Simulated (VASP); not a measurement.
# Ge (Fmmm) in VASP: further runs, part 2 of 2

VASP 6.6.1. The steps go on from the part before.

## (4) Single point, PBEsol

This run uses another cell than the first one, of 14.63 Å³/atom, 0.753 times its volume.

File INCAR:

```
ALGO = Normal ; EDIFF = 1E-6
ENCUT = 520 ; GGA = PS
ISIF = 2 ; ISMEAR = -1
LASPH = True ; LCHARG = True
LELF = True ; LREAL = False
LVHAR = True ; LWAVE = False
NBANDS = 36 ; NELM = 80
PREC = Accurate ; SIGMA = 0.05
```

File KPOINTS:

```
k-points
0
Gamma
  7 7 7
```

File POSCAR:

```
Ge
1.0
    0.0000000000      2.6380552998      4.5582599908
    2.4330199108      0.0000000000      4.5582599908
    2.4330199108      2.6380552998      0.0000000000
Ge
4
Direct
    0.7346624486      0.2653375514      0.7346624486
    0.2653375514      0.7346624486      0.2653375514
    0.2335138223      0.2335138223      0.7664861777
    0.7664861777      0.7664861777      0.2335138223
```

Potentials or basis: VASP PAW PBE potentials, release 64 (Ge_d).

The run is started by

```sh
cat potpaw_PBE.64/Ge_d/POTCAR > POTCAR
mpirun -np 1 vasp_std > vasp.out
```

OUTCAR:

```text
EDIFF = 1E-6
   ENCUT = 520
   GGA = PS
   ISIF = 2
   ISMEAR = -1
   LASPH = True
   LREAL = False
   NELM = 80
   PREC = Accurate

 ion  position               nearest neighbor table
   1  0.735  0.265  0.735-   2 2.44   2 2.44   2 2.48   3 2.55   4 2.55   4 2.73   3 2.73   2 2.80

   2  0.265  0.735  0.265-   1 2.44   1 2.44   1 2.48   3 2.55   4 2.55   3 2.73   4 2.73   1 2.80

   3  0.234  0.234  0.766-   4 2.45   4 2.45   1 2.55   2 2.55   4 2.66   4 2.66   2 2.73   1 2.73

   4  0.766  0.766  0.234-   3 2.45   3 2.45   1 2.55   2 2.55   3 2.66   3 2.66   2 2.73   1 2.73

  LATTYP: Found a face centered orthorhombic cell.
 ALAT       =     4.8660398216
 B/A-ratio  =     1.0842719733
 C/A-ratio  =     1.8734988442

  Lattice vectors:

 A1 = (   0.0000000000,   2.6380552998,   4.5582599908)
 A2 = (   2.4330199108,   0.0000000000,   4.5582599908)
 A3 = (   2.4330199108,   2.6380552998,   0.0000000000)

Analysis of symmetry for initial positions (statically):
=====================================================================
 Subroutine PRICEL returns:
 Original cell was already a primitive cell.

 Routine SETGRP: Setting up the symmetry group for a
 face centered orthorhombic supercell.

 Subroutine GETGRP returns: Found  8 space group operations
 (whereof  8 operations were pure point group operations)
 out of a pool of  8 trial point group operations.

The static configuration has the point symmetry D_2h.

Analysis of symmetry for dynamics (positions and initial velocities):
=====================================================================
 Subroutine PRICEL returns:
 Original cell was already a primitive cell.

 Routine SETGRP: Setting up the symmetry group for a
 face centered orthorhombic supercell.

 Subroutine GETGRP returns: Found  8 space group operations
 (whereof  8 operations were pure point group operations)
[... 116 lines left out ...]
   PSTRESS=    0.0 pullay stress
   NELECT =      56.0000    total number of electrons
   NUPDOWN=      -1.0000    fix difference up-down
   EMIN   =  10.00;   EMAX   =-10.00  energy-range for DOS
   EFERMI =   0.00;   METHOD = LEGACY
   ISMEAR =    -1;   SIGMA  =   0.05  broadening in eV -4-tet -1-fermi 0-gaus
   EFERMI_NEDOS =   21; number of points for ismear=-14 and -15
   IALGO  =     38    algorithm
   IMIX   =      4    mixing-type and parameters
     AMIX     =   0.40;   BMIX     =  1.00
     AMIX_MAG =   1.60;   BMIX_MAG =  1.00
  volume/ion in A,a.u.               =      14.63        98.72
  Fermi-wavevector in a.u.,A,eV,Ry     =   1.613310  3.048715 35.412846  2.602771
  Thomas-Fermi vector in A             =   2.708400
   LORBIT       =      0    0 simple, 1 ext, 2 COOP (PROOUT), +10 PAW based schemes
   GGA     = PS    functional components
   LHFCALC =     F    Hartree Fock is set to
   AEXX    =    0.0000 exact exchange contribution
   IVDW    =     0    specifies the selected vdW correction
   LEPSILON=     F    determine dielectric tensor
   LRPA    =     F    only Hartree local field effects (RPA)
 non-spin polarized calculation
  energy-cutoff  :      520.00
  volume of cell :       58.51
 maximum number of plane-waves:      1587
   NGX = 19   NGY = 19   NGZ = 13

 number of electron      55.9999992 magnetization

 Free energy of the ion-electron system (eV)
  ---------------------------------------------------
  ext. energy  EPLUGINS =         0.00000000
  ---------------------------------------------------
  free energy    TOTEN  =       -17.93398813 eV

  energy without entropy =      -17.92401518  energy(sigma->0) =      -17.92900166

 E-fermi :   9.5424     XC(G=0): -12.7262

 val. band max:        9.5420603383   @ k =   0.4286   0.2857  -0.0000
 cond. band min:       9.5955395819   @ k =   0.4286   0.0000   0.4286
 fundamental gap:      0.0534792436
 Fermi energy:         9.5424211635

 k-point     1 :       0.0000    0.0000    0.0000
  band No.  band energies     occupation
      1     -15.4844      2.00000
      2     -15.4227      2.00000
      3     -15.3331      2.00000
      4     -15.3263      2.00000
      5     -15.3151      2.00000
      6     -15.3121      2.00000
[... 925 lines left out ...]
     35      18.2317      0.00000
     36      18.5916      0.00000

 [... further k-points ...]
[... 5 lines left out ...]
  --------------------------------------------------------------------------------------
  -------------------------------------------------------------------------------------
  Total       10.9811449     11.0014107     11.0281160      0.0000000      0.0000000      0.0000000
  in kB      300.6765511    301.2314506    301.9626722      0.0000000      0.0000000      0.0000000
  external PRESSURE =     301.2902246 kB  Pullay stress =       0.0000000 kB

 VOLUME and BASIS-vectors are now :
 -----------------------------------------------------------------------------
  energy-cutoff  :      520.00
  volume of cell :       58.51
      direct lattice vectors                 reciprocal lattice vectors
     0.000000000  2.638055300  4.558259991    -0.205505922  0.189533555  0.109690979
     2.433019911  0.000000000  4.558259991     0.205505922 -0.189533555  0.109690979
     2.433019911  2.638055300  0.000000000     0.205505922  0.189533555 -0.109690979

 POSITION                                       TOTAL-FORCE (eV/Angst)
 -----------------------------------------------------------------------------------
      2.43302      3.87616      4.55826         0.000000     -0.003646      0.000000
      2.43302      1.39995      4.55826         0.000000      0.003646      0.000000
      2.43302      2.63806      2.12883         0.000000     -0.000000      0.000770
      2.43302      2.63806      6.98769        -0.000000     -0.000000     -0.000770
 -----------------------------------------------------------------------------------
    total drift:                               -0.000000     -0.000000     -0.000000

  FREE ENERGIE OF THE ION-ELECTRON SYSTEM (eV)
  ---------------------------------------------------
  free  energy   TOTEN  =       -17.9339881329 eV

  energy  without entropy=      -17.9240151775  energy(sigma->0) =      -17.92900166
```

It took 2 min on 1 thread of Intel Xeon Platinum 8488C (Sapphire Rapids), shared host; peak memory 0.24 GiB.

Results:

- Free energy: -17.9340 eV
- Pressure: 30.1 GPa
- Largest force: 0.004 eV/Å
- Band gap on the k mesh: zero (band 28 reaches 11.00 eV, above the bottom of band 29 at 7.06 eV)

Forces in eV/Å, atoms in the order of the input:
```
Ge   0.000 -0.004  0.000
Ge   0.000  0.004  0.000
Ge   0.000  0.000  0.001
Ge   0.000  0.000 -0.001
```

Stress tensor (GPa, compression positive):
```
30.07  0.00  0.00
 0.00 30.12  0.00
 0.00  0.00 30.20
```

Caveat: the PAW data sets were made with another functional, which shifts forces and pressure a little.

## (5) Single point, PBEsol

This run uses another cell than the first one, of 15.45 Å³/atom, 0.796 times its volume.

File INCAR:

```
PREC = Accurate
ENCUT = 520
EDIFF = 1E-6
ISMEAR = -1
SIGMA = 0.05
LREAL = False
LASPH = True
NELM = 80
ALGO = Normal
ISIF = 2
LWAVE = False
LCHARG = False
GGA = PS
NBANDS = 36
```

File KPOINTS:

```
Automatic mesh
0
Gamma
  7 7 7
```

File POSCAR:

```
Ge
1.0
    0.0000000000      2.6884135311      4.6472926956
    2.4737017539      0.0000000000      4.6472926956
    2.4737017539      2.6884135311      0.0000000000
Ge
4
Direct
    0.7333651654      0.2666348346      0.7333651654
    0.2666348346      0.7333651654      0.2666348346
    0.2320648720      0.2320648720      0.7679351280
    0.7679351280      0.7679351280      0.2320648720
```

The run is started by

```sh
cat potpaw_PBE.64/Ge_d/POTCAR > POTCAR
mpirun -np 1 vasp_std > vasp.out
```

Run time: 1.9 min. Hardware: 1 thread of Intel Xeon Platinum 8488C (Sapphire Rapids), shared host; peak memory 0.25 GiB.

It converged, with:

| Quantity | Value |
| --- | --- |
| Free energy | -18.4477 eV |
| Pressure | 19.8 GPa |
| Largest force | 0.011 eV/Å |
| Band gap on the k mesh | zero (band 28 reaches 10.11 eV, above the bottom of band 29 at 6.49 eV) |

Forces on the atoms (eV/Å):
```
Ge   0.000 -0.011  0.000
Ge   0.000  0.011  0.000
Ge   0.000  0.000 -0.004
Ge   0.000  0.000  0.004
```

Stress tensor (GPa, compression positive):
```
19.77  0.00  0.00
 0.00 19.89  0.00
 0.00  0.00 19.83
```

Levels at points of the mesh, in eV from the Fermi level:
| k point | band 25 | band 26 | band 27 | band 28 | band 29 | band 30 | band 31 | band 32 |
| --- | --- | --- | --- | --- | --- | --- | --- | --- |
| (0.00, 0.00, 0.00) | -2.99 | -2.79 | -2.79 | -2.43 | -2.32 | 2.82 | 3.09 | 4.70 |

Caveat: the PAW data sets were made with another functional, which shifts forces and pressure a little.

## (6) Single point, PBEsol

This run uses another cell than the first one, of 16.58 Å³/atom, 0.854 times its volume.

File INCAR:

```
SYSTEM = Ge
PREC = Accurate
ENCUT = 520
EDIFF = 1E-7
ISMEAR = -1
SIGMA = 0.05
LREAL = .FALSE.
LASPH = .TRUE.
NELM = 60
ALGO = Normal
ISIF = 2
LWAVE = .FALSE.
LCHARG = .FALSE.
GGA = PS
NBANDS = 36
```

File KPOINTS:

```
regular mesh
0
G
  7 7 7
  0 0 0
```

File POSCAR:

```
Ge
1.0
    0.0000000000      2.7580157996      4.7630823270
    2.5246338476      0.0000000000      4.7630823270
    2.5246338476      2.7580157996      0.0000000000
Ge
4
Direct
    0.7300864512      0.2699135488      0.7300864512
    0.2699135488      0.7300864512      0.2699135488
    0.2286461266      0.2286461266      0.7713538734
    0.7713538734      0.7713538734      0.2286461266
```

Potentials or basis: VASP PAW PBE potentials, release 64 (Ge_d).

The run is started by

```sh
cat potpaw_PBE.64/Ge_d/POTCAR > POTCAR
mpirun -np 1 vasp_std > vasp.out
```

Wall time 2.5 min (1 thread of Intel Xeon Platinum 8488C (Sapphire Rapids), shared host); peak memory 0.25 GiB.

It converged, with:

| Property | Result |
| --- | --- |
| Free energy | -18.8664 eV |
| Pressure | 10.1 GPa |
| Largest force | 0.004 eV/Å |
| Band gap on the k mesh | zero (band 28 reaches 9.07 eV, above the bottom of band 29 at 5.80 eV) |

Forces on the atoms (eV/Å):
```
Ge   0.000 -0.002  0.000
Ge   0.000  0.002  0.000
Ge   0.000  0.000 -0.004
Ge   0.000  0.000  0.004
```

Levels at points of the mesh, in eV from the Fermi level:
```csv
k point,band 24,band 25,band 26,band 27,band 28,band 29,band 30,band 31,band 32,band 33
"(0.00, 0.00, 0.00)",-3.28,-2.98,-2.76,-2.49,-2.26,-2.11,2.88,3.27,4.41,7.51
```

Caveat: the PAW data sets were made with another functional, which shifts forces and pressure a little.

## (7) The runs side by side

| cell | k mesh | smearing | gap on the mesh (eV) | pressure (GPa) | largest force (eV/Å) |
| --- | --- | --- | --- | --- | --- |
| a = 5.873, b = 5.752, c = 3.905 Å, angles 72.1, 68.7, 39.2°, 4 atoms | 7 × 7 × 7 | gaussian 0.02 eV | none | -3.6 | 0.04 |
| a = 5.873, b = 5.752, c = 3.905 Å, angles 72.1, 68.7, 39.2°, 4 atoms | 4 × 4 × 4 | fermi-dirac 0.03 eV | none | -3.8 | 0.18 |
| a = 5.267, b = 5.167, c = 3.589 Å, angles 71.4, 68.4, 40.2°, 4 atoms | 7 × 7 × 7 | fermi-dirac 0.05 eV | none | 30.1 | - |
| a = 5.369, b = 5.265, c = 3.653 Å, angles 71.4, 68.4, 40.2°, 4 atoms | 7 × 7 × 7 | fermi-dirac 0.05 eV | none | 19.8 | 0.01 |
| a = 5.504, b = 5.391, c = 3.739 Å, angles 71.6, 68.3, 40.1°, 4 atoms | 7 × 7 × 7 | fermi-dirac 0.05 eV | none | 10.1 | - |

Alike in all rows: task single point; level PBEsol; potentials or basis VASP PAW PBE potentials, release 64 (Ge_d); no spin polarisation; cutoff (eV) 520.

Caveats: some runs use coarse meshes; the PAW data sets were made with another functional, which shifts forces and pressure a little.

Absolute energies hang on the potentials; compare differences alone.
